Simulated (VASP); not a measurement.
# ZrC (P1) in VASP: single point with PBE

Aim: the single point of ZrC with PBE.

Everything below comes from runs of VASP 6.6.1. Logs are shortened: lines on timing, memory, paths and dates and some standing lists are left out, and cuts for length are marked.

### Step 1. The cell of the first run

The typed cell holds 2 atoms: a = 3.229 Å, b = 3.242 Å, c = 2.943 Å, α = 89.27°, β = 89.80°, γ = 119.50°.

### Step 2. Single point, PBE (atoms moved at random and the cell strained at random)

File INCAR:

```
ALGO = Normal
EDIFF = 1E-7
ENCUT = 520
GGA = PE
ISIF = 2
ISMEAR = 0
LASPH = True
LCHARG = False
LREAL = False
LWAVE = False
NBANDS = 15
NELM = 60
PREC = Accurate
SIGMA = 0.05
```

File KPOINTS:

```
k-points
0
Gamma
  12 12 12
```

File POSCAR:

```
ZrC
1.0
    3.2286139799      0.0100305868      0.0056442450
   -1.6056202469      2.8167812778      0.0207336178
    0.0050749090      0.0244561746      2.9433884493
Zr C
1 1
Direct
   -0.0398206782     -0.0251816849     -0.0141598401
    0.7064873449      0.3585150182      0.5141598401
```

Potentials or basis: VASP PAW PBE potentials, release 64 (Zr_sv, C).

Command:

```
cat potpaw_PBE.64/Zr_sv/POTCAR potpaw_PBE.64/C/POTCAR > POTCAR
mpirun -np 1 vasp_std > vasp.out
```

OUTCAR:

```text
EDIFF = 1E-7
   ENCUT = 520
   GGA = PE
   ISIF = 2
   ISMEAR = 0
   LASPH = True
   LREAL = False
   NELM = 60
   PREC = Accurate

 ion  position               nearest neighbor table
   1  0.960  0.975  0.986-   2 2.25   2 2.26   2 2.32   2 2.38   2 2.50   2 2.63
   2  0.706  0.359  0.514-   1 2.25   1 2.26   1 2.32   1 2.38   1 2.50   1 2.63

  LATTYP: Found a triclinic cell.
 ALAT       =     3.2597039385
 B/A-ratio  =     0.9904686302
 C/A-ratio  =     0.9029944066
 COS(alpha) =     0.0034980324
 COS(beta)  =     0.0161554073
 COS(gamma) =     0.5006012158

  Lattice vectors:

 A1 = (  -1.6229937330,  -2.8268118646,  -0.0263778628)
 A2 = (  -3.2286139799,  -0.0100305868,  -0.0056442450)
 A3 = (  -0.0050749090,  -0.0244561746,  -2.9433884493)

Analysis of symmetry for initial positions (statically):
=====================================================================
 Subroutine PRICEL returns:
 Original cell was already a primitive cell.

 Routine SETGRP: Setting up the symmetry group for a
 triclinic supercell.

 Subroutine GETGRP returns: Found  1 space group operations
 (whereof  1 operations were pure point group operations)
 out of a pool of  2 trial point group operations.

The static configuration has the point symmetry C_1 .

Analysis of symmetry for dynamics (positions and initial velocities):
=====================================================================
 Subroutine PRICEL returns:
 Original cell was already a primitive cell.

 Routine SETGRP: Setting up the symmetry group for a
 triclinic supercell.

 Subroutine GETGRP returns: Found  1 space group operations
 (whereof  1 operations were pure point group operations)
 out of a pool of  2 trial point group operations.

The dynamic configuration has the point symmetry C_1 .

 Subroutine INISYM returns: Found  1 space group operations
 (whereof  1 operations are pure point group operations),
 and found     1 'primitive' translations

----------------------------------------------------------------------------------------

                                     Primitive cell

  volume of cell :      26.8135

  direct lattice vectors                    reciprocal lattice vectors
     3.228613980  0.010030587  0.005644245     0.309186332  0.176256941 -0.001997583
    -1.605620247  2.816781278  0.020733618    -0.001095935  0.354412098 -0.002942868
     0.005074909  0.024456175  2.943388449    -0.000585176 -0.002834516  0.339769048

  length of vectors
     3.228634495  3.242329876  2.943494424     0.355902638  0.354426010  0.339781375

  position of ions in fractional coordinates (direct lattice)
     0.960179322  0.974818315  0.985840160
     0.706487345  0.358515018  0.514159840

  ion indices of the primitive-cell ions
   primitive index   ion index
                 1           1
                 2           2

----------------------------------------------------------------------------------------

 KPOINTS: k-points

Automatic generation of k-mesh.
 Grid dimensions read from file:
 generate k-points for:   12   12   12

 Generating k-lattice:

  Cartesian coordinates                     Fractional coordinates (reciprocal lattice)
     0.025765528  0.014688078 -0.000166465     0.083333333 -0.000000000  0.000000000
    -0.000091328  0.029534341 -0.000245239    -0.000000000  0.083333333 -0.000000000
    -0.000048765 -0.000236210  0.028314087    -0.000000000  0.000000000  0.083333333

  Length of vectors
     0.029658553  0.029535501  0.028315115

  Shift w.r.t. Gamma in fractional coordinates (k-lattice)
     0.000000000  0.000000000  0.000000000

 Subroutine IBZKPT returns following result:
 ===========================================

 Found    868 irreducible k-points:

 Following reciprocal coordinates:
            Coordinates               Weight
  0.000000  0.000000  0.000000      1.000000
  0.083333  0.000000  0.000000      2.000000
  0.166667  0.000000  0.000000      2.000000
  0.250000 -0.000000  0.000000      2.000000
  0.333333  0.000000  0.000000      2.000000
  0.416667 -0.000000  0.000000      2.000000
[... 16 lines left out ...]
  0.250000  0.166667  0.000000      2.000000
  0.333333  0.166667  0.000000      2.000000
 [... further k-points ...]
   k-points           NKPTS =    868   k-points in BZ     NKDIM =    868   number of bands    NBANDS=     15
   number of dos      NEDOS =    301   number of ions     NIONS =      2
   total plane-waves  NPLWV =  13824
   dimension x,y,z NGX =    24 NGY =   24 NGZ =   24
   dimension x,y,z NGXF=    48 NGYF=   48 NGZF=   48
   ions per type =               1   1
   NGX,Y,Z   is equivalent  to a cutoff of  12.36, 12.31, 13.55 a.u.
   NGXF,Y,Z  is equivalent  to a cutoff of  24.72, 24.61, 27.11 a.u.
 SYSTEM =  unknown system
   PREC   = accura    normal or accurate (medium, high low for compatibility)
   ISTART =      0    job   : 0-new  1-cont  2-samecut
   ICHARG =      2    charge: 1-file 2-atom 10-const
   ISPIN  =      1    spin polarized calculation?
   LNONCOLLINEAR =      F non collinear calculations
   LSORBIT =      F    spin-orbit coupling
   LASPH  =      T    aspherical Exc in radial PAW
   ENCUT  =  520.0 eV  38.22 Ry    6.18 a.u.   6.00  6.03  5.47*2*pi/ulx,y,z
   NELM   =     60;   NELMIN=  2; NELMDL= -5     # of ELM steps
   EDIFF  = 0.1E-06   stopping-criterion for ELM
   LREAL  =      F    real-space projection
   EDIFFG = 0.1E-05   stopping-criterion for IOM
   NSW    =      0    number of steps for IOM
   IBRION =     -1    ionic relax: 0-MD 1-quasi-New 2-CG
   NFREE  =      0    steps in history (QN), initial steepest desc. (CG)
   ISIF   =      2    stress and relaxation
   ISYM   =      2    0-nonsym 1-usesym 2-fastsym
   POTIM  = 0.5000    time-step for ionic-motion
   TEBEG  =    0.0;   TEEND  =   0.0 temperature during run
   PSTRESS=    0.0 pullay stress
   NELECT =      16.0000    total number of electrons
   NUPDOWN=      -1.0000    fix difference up-down
   EMIN   =  10.00;   EMAX   =-10.00  energy-range for DOS
   EFERMI =   0.00;   METHOD = LEGACY
   ISMEAR =     0;   SIGMA  =   0.05  broadening in eV -4-tet -1-fermi 0-gaus
   EFERMI_NEDOS =   21; number of points for ismear=-14 and -15
   IALGO  =     38    algorithm
   IMIX   =      4    mixing-type and parameters
     AMIX     =   0.40;   BMIX     =  1.00
     AMIX_MAG =   1.60;   BMIX_MAG =  1.00
  volume/ion in A,a.u.               =      13.41        90.47
  Fermi-wavevector in a.u.,A,eV,Ry     =   1.378257  2.604528 25.845523  1.899592
  Thomas-Fermi vector in A             =   2.503335
   LORBIT       =      0    0 simple, 1 ext, 2 COOP (PROOUT), +10 PAW based schemes
   GGA     = PE    functional components
   LHFCALC =     F    Hartree Fock is set to
   AEXX    =    0.0000 exact exchange contribution
   IVDW    =     0    specifies the selected vdW correction
   LEPSILON=     F    determine dielectric tensor
   LRPA    =     F    only Hartree local field effects (RPA)
 non-spin polarized calculation
 Gauss-broadening in eV      SIGMA  =   0.05
  energy-cutoff  :      520.00
  volume of cell :       26.81
 maximum number of plane-waves:       741
   NGX = 13   NGY = 13   NGZ = 11

 number of electron      16.0000000 magnetization

 Free energy of the ion-electron system (eV)
  ---------------------------------------------------
  ext. energy  EPLUGINS =         0.00000000
  ---------------------------------------------------
  free energy    TOTEN  =       -17.91468346 eV

  energy without entropy =      -17.91427105  energy(sigma->0) =      -17.91447726

 E-fermi :   9.2604     XC(G=0): -11.8962

 val. band max:        9.2534330506   @ k =   0.2500  -0.3333   0.0833
 cond. band min:       9.2618695124   @ k =  -0.0000   0.2500  -0.0000
 fundamental gap:      0.0084364618
 Fermi energy:         9.2603597946

 k-point     1 :       0.0000    0.0000    0.0000
  band No.  band energies     occupation
      1     -38.9962      2.00000
      2     -16.8368      2.00000
      3     -16.7360      2.00000
      4     -16.4278      2.00000
      5      -1.8630      2.00000
      6       7.2571      2.00000
      7       7.8792      2.00000
      8       8.0043      2.00000
      9      10.8429      0.00000
     10      13.6876      0.00000
     11      14.1517      0.00000
     12      14.5867      0.00000
     13      14.7590      0.00000
     14      17.0243      0.00000
     15      23.0318      0.00000

 k-point     2 :       0.0833    0.0000    0.0000
  band No.  band energies     occupation
      1     -38.9902      2.00000
      2     -16.8916      2.00000
      3     -16.7481      2.00000
      4     -16.4216      2.00000
      5      -1.7491      2.00000
      6       7.0732      2.00000
      7       7.9191      2.00000
      8       8.0666      2.00000
      9      10.6814      0.00000
     10      13.8943      0.00000
     11      14.2283      0.00000
     12      14.6141      0.00000
     13      14.8797      0.00000
     14      16.8633      0.00000
     15      22.2699      0.00000

 k-point     3 :       0.1667    0.0000    0.0000
  band No.  band energies     occupation
      1     -38.9738      2.00000
      2     -17.0388      2.00000
      3     -16.7807      2.00000
      4     -16.4044      2.00000
      5      -1.4372      2.00000
      6       6.5432      2.00000
      7       8.0910      2.00000
      8       8.3417      2.00000
      9      10.2926      0.00000
     10      13.9240      0.00000
     11      14.4201      0.00000
     12      14.6542      0.00000
     13      15.2815      0.00000
     14      16.8528      0.00000
     15      21.6999      0.00000
[... 343 lines left out ...]
 k-point    23 :       0.2500    0.1667    0.0000
  band No.  band energies     occupation
      1     -38.9209      2.00000
      2     -17.4042      2.00000
      3     -16.9862      2.00000
      4     -16.3464      2.00000
      5      -0.2646      2.00000
      6       5.5099      2.00000
      7       7.9483      2.00000
      8       9.0435      2.00000
      9       9.7744      0.00000
     10      13.0739      0.00000
     11      13.4542      0.00000
     12      15.0120      0.00000
     13      16.7098      0.00000
     14      19.0338      0.00000
     15      22.6350      0.00000

 k-point    24 :       0.3333    0.1667    0.0000
  band No.  band energies     occupation
      1     -38.9061      2.00000
      2     -17.5025      2.00000
      3     -17.0366      2.00000
      4     -16.3311      2.00000
      5       0.0264      2.00000
      6       5.4535      2.00000
      7       7.6957      2.00000
      8       8.9249      2.00000
      9      10.1327      0.00000
     10      12.8933      0.00000
     11      13.4833      0.00000
     12      14.6987      0.00000
     13      16.8557      0.00000
     14      19.9070      0.00000
     15      23.0343      0.00000

 [... further k-points ...]
[... 5 lines left out ...]
  --------------------------------------------------------------------------------------
  -------------------------------------------------------------------------------------
  Total        0.5872550      1.0851949      1.5484526     -0.6452134      0.1327162      0.1740812
  in kB       35.0900049     64.8432033     92.5240487    -38.5531707      7.9301378     10.4018046
  external PRESSURE =      64.1524190 kB  Pullay stress =       0.0000000 kB

 VOLUME and BASIS-vectors are now :
 -----------------------------------------------------------------------------
  energy-cutoff  :      520.00
  volume of cell :       26.81
      direct lattice vectors                 reciprocal lattice vectors
     3.228613980  0.010030587  0.005644245     0.309186332  0.176256941 -0.001997583
    -1.605620247  2.816781278  0.020733618    -0.001095935  0.354412098 -0.002942868
     0.005074909  0.024456175  2.943388449    -0.000585176 -0.002834516  0.339769048

 POSITION                                       TOTAL-FORCE (eV/Angst)
 -----------------------------------------------------------------------------------
      1.53986      2.77959      2.92734         0.484793      0.596327      0.151946
      1.70795      1.02952      1.52479        -0.484793     -0.596327     -0.151946
 -----------------------------------------------------------------------------------
    total drift:                                0.000013      0.000048      0.000038

  FREE ENERGIE OF THE ION-ELECTRON SYSTEM (eV)
  ---------------------------------------------------
  free  energy   TOTEN  =       -17.9146834600 eV

  energy  without entropy=      -17.9142710515  energy(sigma->0) =      -17.91447726
```

Run time: 3.2 min. Hardware: 1 thread of Intel Xeon 6975P-C (Granite Rapids), shared host; peak memory 0.44 GiB.

Results:

```
Free energy            : -17.9147 eV
Pressure               : 6.4 GPa
Largest force          : 0.783 eV/Å
Band gap on the k mesh : zero (band 8 reaches 9.70 eV, above the bottom of band 9 at 8.89 eV)
```

Forces in eV/Å, atoms in the order of the input:
```
Zr   0.485  0.596  0.152
C   -0.485 -0.596 -0.152
```

Caveat: the cell differs from its parent crystal (atoms moved at random and the cell strained at random).
